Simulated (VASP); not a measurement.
# Hg (P6_3/mmc) in VASP: further runs

The runs below take Hg through single point, with PBE+D3(BJ).

All numbers are computed with VASP 6.6.1; they aren't measurements. Logs are shortened: lines on timing, memory, paths and dates and some standing lists are left out, and cuts for length are marked.

### Step 1. The cell of the first run

Symmetry: P6_3/mmc, No. 194, hexagonal system. The conventional cell has a = 3.352 Å, b = 3.352 Å, c = 5.445 Å, α = 90.00°, β = 90.00°, γ = 120.00°. Hg (site symmetry -6m2) has 12 Hg at 3.34 to 3.35 Å within 4.4 Å.

### Step 2. Single point, PBE+D3(BJ)

Contents of INCAR:

```
SYSTEM = Hg
  ALGO = Fast
  EDIFF = 1E-6
  ENCUT = 520
  GGA = PE
  ISIF = 2
  ISMEAR = 0
  IVDW = 12
  LASPH = .True.
  LCHARG = .False.
  LREAL = .False.
  LWAVE = .False.
  NBANDS = 19
  NELM = 80
  PREC = Accurate
  SIGMA = 0.15
```

Contents of KPOINTS:

```
k-points
0
Gamma
  15 15 8
  0 0 0
```

Contents of POSCAR:

```
Hg
1.0
    3.3522124042      0.0000000000      0.0000000000
   -1.6761062021      2.9031011009      0.0000000000
    0.0000000000      0.0000000000      5.4448000000
Hg
2
Direct
    0.6666666667      0.3333333333      0.7500000000
    0.3333333333      0.6666666667      0.2500000000
```

Potentials or basis: VASP PAW PBE potentials, release 64 (Hg).

Command:

```bash
$ cat potpaw_PBE.64/Hg/POTCAR > POTCAR
$ mpirun -np 1 vasp_std > vasp.out
```

OUTCAR:

```text
SYSTEM = Hg
   EDIFF = 1E-6
   ENCUT = 520
   GGA = PE
   ISIF = 2
   ISMEAR = 0
   IVDW = 12
   LASPH = .True.
   LREAL = .False.
   NELM = 80
   PREC = Accurate
 IVDW          = 12

 ion  position               nearest neighbor table
   1  0.667  0.333  0.750-   2 3.34   2 3.34   2 3.34   2 3.34   2 3.34   2 3.34
   2  0.333  0.667  0.250-   1 3.34   1 3.34   1 3.34   1 3.34   1 3.34   1 3.34

  LATTYP: Found a hexagonal cell.
 ALAT       =     3.3522124042
 C/A-ratio  =     1.6242407531

  Lattice vectors:

 A1 = (   3.3522124042,   0.0000000000,   0.0000000000)
 A2 = (  -1.6761062021,   2.9031011009,   0.0000000000)
 A3 = (   0.0000000000,   0.0000000000,   5.4448000000)

Analysis of symmetry for initial positions (statically):
=====================================================================
 Subroutine PRICEL returns:
 Original cell was already a primitive cell.

 Routine SETGRP: Setting up the symmetry group for a
 hexagonal supercell.

 Subroutine GETGRP returns: Found 24 space group operations
 (whereof 12 operations were pure point group operations)
 out of a pool of 24 trial point group operations.

The static configuration has the point symmetry D_3d.
 The point group associated with its full space group is D_6h.

Analysis of symmetry for dynamics (positions and initial velocities):
=====================================================================
 Subroutine PRICEL returns:
 Original cell was already a primitive cell.

 Routine SETGRP: Setting up the symmetry group for a
 hexagonal supercell.

 Subroutine GETGRP returns: Found 24 space group operations
 (whereof 12 operations were pure point group operations)
 out of a pool of 24 trial point group operations.

The dynamic configuration has the point symmetry D_3d.
 The point group associated with its full space group is D_6h.

 Subroutine INISYM returns: Found 24 space group operations
 (whereof 12 operations are pure point group operations),
 and found     1 'primitive' translations

----------------------------------------------------------------------------------------

                                     Primitive cell

  volume of cell :      52.9878

  direct lattice vectors                    reciprocal lattice vectors
     3.352212404  0.000000000  0.000000000     0.298310453  0.172229620  0.000000000
    -1.676106202  2.903101101  0.000000000     0.000000000  0.344459240  0.000000000
     0.000000000  0.000000000  5.444800000     0.000000000  0.000000000  0.183661475

  length of vectors
[... 81 lines left out ...]
   NELM   =     80;   NELMIN=  2; NELMDL= -5     # of ELM steps
   EDIFF  = 0.1E-05   stopping-criterion for ELM
   LREAL  =      F    real-space projection
   EDIFFG = 0.1E-04   stopping-criterion for IOM
   NSW    =      0    number of steps for IOM
   IBRION =     -1    ionic relax: 0-MD 1-quasi-New 2-CG
   NFREE  =      0    steps in history (QN), initial steepest desc. (CG)
   ISIF   =      2    stress and relaxation
   ISYM   =      2    0-nonsym 1-usesym 2-fastsym
   POTIM  = 0.5000    time-step for ionic-motion
   TEBEG  =    0.0;   TEEND  =   0.0 temperature during run
   PSTRESS=    0.0 pullay stress
   NELECT =      24.0000    total number of electrons
   NUPDOWN=      -1.0000    fix difference up-down
   EMIN   =  10.00;   EMAX   =-10.00  energy-range for DOS
   EFERMI =   0.00;   METHOD = LEGACY
   ISMEAR =     0;   SIGMA  =   0.15  broadening in eV -4-tet -1-fermi 0-gaus
   EFERMI_NEDOS =   21; number of points for ismear=-14 and -15
   IALGO  =     68    algorithm
   IMIX   =      4    mixing-type and parameters
     AMIX     =   0.40;   BMIX     =  1.00
     AMIX_MAG =   1.60;   BMIX_MAG =  1.00
  volume/ion in A,a.u.               =      26.49       178.79
  Fermi-wavevector in a.u.,A,eV,Ry     =   1.257245  2.375849 21.506265  1.580666
  Thomas-Fermi vector in A             =   2.390914
   LORBIT       =      0    0 simple, 1 ext, 2 COOP (PROOUT), +10 PAW based schemes
   GGA     = PE    functional components
   LHFCALC =     F    Hartree Fock is set to
   AEXX    =    0.0000 exact exchange contribution
   IVDW    =    12    specifies the selected vdW correction
   LEPSILON=     F    determine dielectric tensor
   LRPA    =     F    only Hartree local field effects (RPA)
 non-spin polarized calculation
 RMM-DIIS sequential band-by-band and
 Gauss-broadening in eV      SIGMA  =   0.15
  energy-cutoff  :      520.00
  volume of cell :       52.99
 maximum number of plane-waves:      1448
 NGX is ok and might be reduce to    28
   NGX = 13   NGY = 13   NGZ = 21

 number of electron      23.9999998 magnetization

 Free energy of the ion-electron system (eV)
  ---------------------------------------------------
  ext. energy  EPLUGINS =         0.00000000
  ---------------------------------------------------
  free energy    TOTEN  =        -0.31935215 eV

  energy without entropy =       -0.31392670  energy(sigma->0) =       -0.31663942

 E-fermi :   1.5270     XC(G=0): -10.2240

 val. band max:        1.4906469040   @ k =   0.2667   0.2667   0.1250
 cond. band min:       1.6467508396   @ k =   0.2667   0.2000   0.0000
 fundamental gap:      0.1561039355
 Fermi energy:         1.5270026790

 k-point     1 :       0.0000    0.0000    0.0000
  band No.  band energies     occupation
      1      -6.2604      2.00000
      2      -5.5108      2.00000
      3      -4.7649      2.00000
      4      -4.7140      2.00000
      5      -4.7140      2.00000
      6      -4.6086      2.00000
[... 505 lines left out ...]
      6      -4.4210      2.00000
[... 11 lines left out ...]
     18       9.8226      0.00000
     19      11.9708      0.00000

 [... further k-points ...]

------------------------ aborting loop because EDIFF is reached ----------------------------------------

 Edisp (eV)   -0.79045

 E8    (eV) :    -0.3587

  FORCE on cell =-STRESS in cart. coord.  units (eV):
  Direction    XX          YY          ZZ          XY          YZ          ZX
  --------------------------------------------------------------------------------------
  -------------------------------------------------------------------------------------
  Total      -0.07081    -0.07081    -0.18731     0.00000     0.00000    -0.00000
  in kB      -2.14117    -2.14117    -5.66365     0.00000     0.00000    -0.00000
  external pressure =       -3.32 kB  Pullay stress =        0.00 kB

 VOLUME and BASIS-vectors are now :
 -----------------------------------------------------------------------------
  energy-cutoff  :      520.00
  volume of cell :       52.99
      direct lattice vectors                 reciprocal lattice vectors
     3.352212404  0.000000000  0.000000000     0.298310453  0.172229620  0.000000000
    -1.676106202  2.903101101  0.000000000     0.000000000  0.344459240  0.000000000
     0.000000000  0.000000000  5.444800000     0.000000000  0.000000000  0.183661475

 POSITION                                       TOTAL-FORCE (eV/Angst)
 -----------------------------------------------------------------------------------
      1.67611      0.96770      4.08360         0.000000     -0.000000      0.000000
     -0.00000      1.93540      1.36120        -0.000000      0.000000      0.000000
 -----------------------------------------------------------------------------------
    total drift:                               -0.000000      0.000000     -0.000000

  FREE ENERGIE OF THE ION-ELECTRON SYSTEM (eV)
  ---------------------------------------------------
  free  energy   TOTEN  =        -1.1098052631 eV

  energy  without entropy=       -1.1043798195  energy(sigma->0) =       -1.10709254
```

It took 3.6 min on 1 thread of AMD EPYC 7R13, shared host; peak memory 0.23 GiB.

What came out:

```
Free energy                : -1.1098 eV
Pressure                   : -0.3 GPa
Band gap on the k mesh     : zero (band 12 reaches 1.65 eV, above the bottom of band 13 at 0.80 eV)
Dispersion energy per atom : -0.395 eV
```

Stress tensor (GPa, compression positive):
```
-0.21  0.00  0.00
 0.00 -0.21  0.00
 0.00  0.00 -0.57
```

Levels at points of the mesh, in eV from the Fermi level:
```
           k point  band 8  band 9  band 10  band 11  band 12  band 13  band 14  band 15  band 16  band 17
(0.00, 0.00, 0.00)   -5.98   -5.98    -5.44    -5.44    -1.42    -0.73    11.88    11.88    13.09    14.11
(0.00, 0.00, 0.50)   -5.77   -5.61    -5.61    -5.61    -5.61     6.51     6.51    12.89    12.89    12.89
```

Caveat: spin-orbit coupling is left out, which moves the levels of the heavy elements; pairwise dispersion overbinds metals, which lowers pressure and volume.

### Step 3. Single point, PBE+D3(BJ)

This run uses another cell than the first one, of 26.59 Å³/atom, 1.004 times its volume.

Contents of INCAR:

```
PREC = Accurate ; ENCUT = 520
EDIFF = 1E-6 ; ISMEAR = 0
SIGMA = 0.15 ; LREAL = F
LASPH = T ; NELM = 60
ALGO = Fast ; ISIF = 2
LWAVE = F ; LCHARG = F
GGA = PE ; IVDW = 12
NBANDS = 19
```

Contents of KPOINTS:

```
regular mesh
0
Gamma
  15 15 8
```

Contents of POSCAR:

```
Hg
1.0
    3.4081000000      0.0000000000      0.0000000000
   -1.7040500000      2.9515011786      0.0000000000
    0.0000000000      0.0000000000      5.2861746114
Hg
2
Direct
    0.6666666667      0.3333333333      0.7500000000
    0.3333333333      0.6666666667      0.2500000000
```

Potentials or basis: VASP PAW PBE potentials, release 64 (Hg).

Command:

```bash
$ cat potpaw_PBE.64/Hg/POTCAR > POTCAR
$ mpirun -np 1 vasp_std > vasp.out
```

It took 3.7 min on 1 thread of AMD EPYC 7R13, shared host; peak memory 0.23 GiB.

The run converged. Its results:

```yaml
Free_energy: -1.1100 eV
Pressure: -0.4 GPa
Band_gap_on_the_k_mesh: zero (band 12 reaches 1.62 eV, above the bottom of band 13 at 0.99 eV)
Dispersion_energy_per_atom: -0.394 eV
```

Stress tensor (GPa, compression positive):
```
-0.45  0.00  0.00
 0.00 -0.45  0.00
 0.00  0.00 -0.19
```

Levels at points of the mesh, in eV from the Fermi level:
```csv
k point,band 10,band 11,band 12,band 13,band 14,band 15
"(0.00, 0.00, 0.00)",-5.46,-5.46,-1.00,-0.55,11.21,11.21
"(0.00, 0.00, 0.50)",-5.64,-5.64,-5.64,7.24,7.24,12.30
```

Caveat: spin-orbit coupling is left out, which moves the levels of the heavy elements; pairwise dispersion overbinds metals, which lowers pressure and volume.

### Step 4. Single point, PBE+D3(BJ)

This run uses another cell than the first one, of 26.64 Å³/atom, 1.006 times its volume.

Contents of INCAR:

```
PREC = Accurate
ENCUT = 520
EDIFF = 1E-7
ISMEAR = 0
SIGMA = 0.15
LREAL = False
LASPH = True
NELM = 60
ALGO = Fast
ISIF = 2
LWAVE = False
LCHARG = False
GGA = PE
IVDW = 12
NBANDS = 19
```

KPOINTS is that of step 3.

Contents of POSCAR:

```
Hg
1.0
    3.4640000000      0.0000000000      0.0000000000
   -1.7320000000      2.9999119987      0.0000000000
    0.0000000000      0.0000000000      5.1276000000
Hg
2
Direct
    0.6666666667      0.3333333333      0.7500000000
    0.3333333333      0.6666666667      0.2500000000
```

Command:

```bash
$ cat potpaw_PBE.64/Hg/POTCAR > POTCAR
$ mpirun -np 1 vasp_std > vasp.out
```

It took 4.3 min on 1 thread of AMD EPYC 7R13, shared host; peak memory 0.23 GiB.

The run converged. Its results:

```yaml
Free_energy: -1.1046 eV
Pressure: -0.3 GPa
Band_gap_on_the_k_mesh: zero (band 12 reaches 1.77 eV, above the bottom of band 13 at 1.22 eV)
Dispersion_energy_per_atom: -0.393 eV
```

Stress tensor (GPa, compression positive):
```
-0.55  0.00  0.00
 0.00 -0.55  0.00
 0.00  0.00  0.09
```

Levels at points of the mesh, in eV from the Fermi level:
| k point | band 9 | band 10 | band 11 | band 12 | band 13 | band 14 | band 15 | band 16 |
| --- | --- | --- | --- | --- | --- | --- | --- | --- |
| (0.00, 0.00, 0.00) | -6.22 | -5.55 | -5.55 | -0.62 | -0.42 | 10.51 | 10.51 | 12.27 |
| (0.00, 0.00, 0.50) | -5.73 | -5.73 | -5.73 | -5.73 | 7.94 | 7.94 | 11.68 | 11.68 |

Caveat: spin-orbit coupling is left out, which moves the levels of the heavy elements; pairwise dispersion overbinds metals, which lowers pressure and volume.

### Step 5. Single point, PBE+D3(BJ)

This run uses another cell than the first one, of 26.66 Å³/atom, 1.006 times its volume.

Contents of INCAR:

```
SYSTEM = Hg
PREC = Accurate
ENCUT = 520
EDIFF = 1E-6
ISMEAR = 0
SIGMA = 0.15
LREAL = .False.
LASPH = .True.
NELM = 100
ALGO = Fast
ISIF = 2
LWAVE = .False.
LCHARG = .False.
GGA = PE
IVDW = 12
NBANDS = 19
```

Contents of KPOINTS:

```
Automatic mesh
0
Gamma
  15 15 8
  0 0 0
```

Contents of POSCAR:

```
Hg
1.0
    3.5198000000      0.0000000000      0.0000000000
   -1.7599000000      3.0482362162      0.0000000000
    0.0000000000      0.0000000000      4.9690000000
Hg
2
Direct
    0.6666666667      0.3333333333      0.7500000000
    0.3333333333      0.6666666667      0.2500000000
```

Potentials or basis: VASP PAW PBE potentials, release 64 (Hg).

Command:

```bash
$ cat potpaw_PBE.64/Hg/POTCAR > POTCAR
$ mpirun -np 1 vasp_std > vasp.out
```

OUTCAR:

```text
SYSTEM = Hg
   PREC = Accurate
   ENCUT = 520
   EDIFF = 1E-6
   ISMEAR = 0
   LREAL = .False.
   LASPH = .True.
   NELM = 100
   ISIF = 2
   GGA = PE
   IVDW = 12
 IVDW          = 12

 ion  position               nearest neighbor table
   1  0.667  0.333  0.750-   2 3.21   2 3.21   2 3.21   2 3.21   2 3.21   2 3.21
   2  0.333  0.667  0.250-   1 3.21   1 3.21   1 3.21   1 3.21   1 3.21   1 3.21

  LATTYP: Found a hexagonal cell.
 ALAT       =     3.5198000000
 C/A-ratio  =     1.4117279391

  Lattice vectors:
[... 721 lines left out ...]

 Edisp (eV)   -0.78635

 E8    (eV) :    -0.3571

  FORCE on cell =-STRESS in cart. coord.  units (eV):
  Direction    XX          YY          ZZ          XY          YZ          ZX
  --------------------------------------------------------------------------------------
  -------------------------------------------------------------------------------------
  Total      -0.19741    -0.19741    -0.15129     0.00000     0.00000    -0.00000
  in kB      -5.93254    -5.93254    -4.54667     0.00000     0.00000    -0.00000
  external pressure =       -5.47 kB  Pullay stress =        0.00 kB

 VOLUME and BASIS-vectors are now :
 -----------------------------------------------------------------------------
  energy-cutoff  :      520.00
  volume of cell :       53.31
      direct lattice vectors                 reciprocal lattice vectors
     3.519800000  0.000000000  0.000000000     0.284107052  0.164029283  0.000000000
    -1.759900000  3.048236216  0.000000000     0.000000000  0.328058565  0.000000000
     0.000000000  0.000000000  4.969000000     0.000000000  0.000000000  0.201247736

 POSITION                                       TOTAL-FORCE (eV/Angst)
 -----------------------------------------------------------------------------------
      1.75990      1.01608      3.72675        -0.000000      0.000000      0.000000
     -0.00000      2.03216      1.24225         0.000000     -0.000000      0.000000
 -----------------------------------------------------------------------------------
    total drift:                               -0.000000      0.000000     -0.000000

  FREE ENERGIE OF THE ION-ELECTRON SYSTEM (eV)
  ---------------------------------------------------
  free  energy   TOTEN  =        -1.0994009155 eV

  energy  without entropy=       -1.0933677894  energy(sigma->0) =       -1.09638435
```

OSZICAR:

```text
N       E                     dE             d eps       ncg     rms          rms(c)
DAV:   1     0.178085964999E+03    0.17809E+03   -0.12286E+04  5130   0.120E+03
DAV:   2     0.404594747393E+01   -0.17404E+03   -0.16561E+03  5358   0.310E+02
DAV:   3    -0.346917073016E+00   -0.43929E+01   -0.43784E+01  5840   0.538E+01
DAV:   4    -0.354495284731E+00   -0.75782E-02   -0.75775E-02  5528   0.221E+00
DAV:   5    -0.354508162486E+00   -0.12878E-04   -0.12878E-04  5553   0.867E-02    0.367E+00
RMM:   6    -0.314797259747E+00    0.39711E-01   -0.92403E-02  5165   0.252E+00    0.284E+00
RMM:   7    -0.312917329027E+00    0.18799E-02   -0.18014E-02  5314   0.914E-01    0.111E+00
RMM:   8    -0.312992491029E+00   -0.75162E-04   -0.23954E-03  5380   0.584E-01    0.653E-02
RMM:   9    -0.313034178908E+00   -0.41688E-04   -0.17684E-04  5579   0.113E-01    0.422E-02
RMM:  10    -0.313051067343E+00   -0.16888E-04   -0.48671E-05  5488   0.802E-02    0.881E-03
RMM:  11    -0.313050616399E+00    0.45094E-06   -0.30897E-06  4196   0.154E-02
   1 F= -.10994009E+01 E0= -.10963844E+01  d E =-.603313E-02
```

stdout:

```text
POSCAR found type information on POSCAR Hg
 POSCAR found :  1 types and       2 ions
 scaLAPACK will be used
 LDA part: xc-table for (Slater+PW92), standard interpolation
 POSCAR, INCAR and KPOINTS ok, starting setup
 FFT: planning ... GRIDC
 FFT: planning ... GRID_SOFT
 FFT: planning ... GRID
 WAVECAR not read
 entering main loop
```

It took 3.8 min on 1 thread of AMD EPYC 7R13, shared host; peak memory 0.23 GiB.

Results:

```
Free energy                : -1.0994 eV
Pressure                   : -0.5 GPa
Band gap on the k mesh     : zero (band 12 reaches 1.95 eV, above the bottom of band 13 at 1.29 eV)
Dispersion energy per atom : -0.393 eV
```

Stress tensor (GPa, compression positive):
```
-0.59  0.00  0.00
 0.00 -0.59  0.00
 0.00  0.00 -0.45
```

Caveat: spin-orbit coupling is left out, which moves the levels of the heavy elements; pairwise dispersion overbinds metals, which lowers pressure and volume.

### Step 6. Single point, PBE+D3(BJ)

This run uses another cell than the first one, of 27.11 Å³/atom, 1.023 times its volume.

Contents of INCAR:

```
SYSTEM = Hg
  PREC = Accurate
  ENCUT = 520
  EDIFF = 1E-6
  ISMEAR = 0
  SIGMA = 0.15
  LREAL = .FALSE.
  LASPH = .TRUE.
  NELM = 100
  ALGO = Fast
  ISIF = 2
  LWAVE = .FALSE.
  LCHARG = .TRUE.
  GGA = PE
  IVDW = 12
  LELF = .TRUE.
  LVHAR = .TRUE.
  NBANDS = 19
```

Contents of KPOINTS:

```
Automatic mesh
0
G
  15 15 8
  0 0 0
```

Contents of POSCAR:

```
Hg
1.0
    3.2963000000      0.0000000000      0.0000000000
   -1.6481500000      2.8546795385      0.0000000000
    0.0000000000      0.0000000000      5.7619000000
Hg
2
Direct
    0.6666666667      0.3333333333      0.7500000000
    0.3333333333      0.6666666667      0.2500000000
```

Potentials or basis: VASP PAW PBE potentials, release 64 (Hg).

Command:

```bash
$ cat potpaw_PBE.64/Hg/POTCAR > POTCAR
$ mpirun -np 1 vasp_std > vasp.out
```

Wall time 4.1 min (1 thread of AMD EPYC 7R13, shared host); peak memory 0.25 GiB.

Results (log left out):

| Quantity | Value |
| --- | --- |
| Free energy | -1.0906 eV |
| Pressure | -0.5 GPa |
| Band gap on the k mesh | zero (band 12 reaches 1.49 eV, above the bottom of band 13 at 0.46 eV) |
| Dispersion energy per atom | -0.386 eV |

Stress tensor (GPa, compression positive):
```
 0.02  0.00  0.00
 0.00  0.02  0.00
 0.00  0.00 -1.62
```

Levels at points of the mesh, in eV from the Fermi level:
| k point | band 9 | band 10 | band 11 | band 12 | band 13 | band 14 | band 15 | band 16 |
| --- | --- | --- | --- | --- | --- | --- | --- | --- |
| (0.00, 0.00, 0.00) | -5.84 | -5.46 | -5.46 | -2.17 | -0.94 | 12.01 | 12.66 | 12.66 |
| (0.00, 0.00, 0.50) | -5.61 | -5.61 | -5.61 | -5.61 | 5.25 | 5.25 | 13.54 | 13.54 |

Caveat: spin-orbit coupling is left out, which moves the levels of the heavy elements; pairwise dispersion overbinds metals, which lowers pressure and volume.

### Step 7. Overview

| cell | further INCAR settings | gap on the mesh (eV) | pressure (GPa) |
| --- | --- | --- | --- |
| a = 3.352, b = 3.352, c = 5.445 Å, angles 90.0, 90.0, 120.0°, 2 atoms | ALGO = Fast; EDIFF = 1e-06; NBANDS = 19 | none | -0.3 |
| a = 3.408, b = 3.408, c = 5.286 Å, angles 90.0, 90.0, 120.0°, 2 atoms | ALGO = Fast; EDIFF = 1e-06; NBANDS = 19 | none | -0.4 |
| a = 3.464, b = 3.464, c = 5.128 Å, angles 90.0, 90.0, 120.0°, 2 atoms | ALGO = Fast; EDIFF = 1e-07; NBANDS = 19 | none | -0.3 |
| a = 3.520, b = 3.520, c = 4.969 Å, angles 90.0, 90.0, 120.0°, 2 atoms | ALGO = Fast; EDIFF = 1e-06; NBANDS = 19 | none | -0.5 |
| a = 3.296, b = 3.296, c = 5.762 Å, angles 90.0, 90.0, 120.0°, 2 atoms | ALGO = Fast; EDIFF = 1e-06; NBANDS = 19 | none | -0.5 |

Alike in all rows: task single point; level PBE+D3(BJ); potentials or basis VASP PAW PBE potentials, release 64 (Hg); no spin polarisation; k mesh 15 × 15 × 8; cutoff (eV) 520; smearing gaussian 0.15 eV.

Caveats: spin-orbit coupling is left out, which moves the levels of the heavy elements; pairwise dispersion overbinds metals, which lowers pressure and volume.

Total energies depend on the potentials used, so only differences within one code and one set of settings carry meaning.
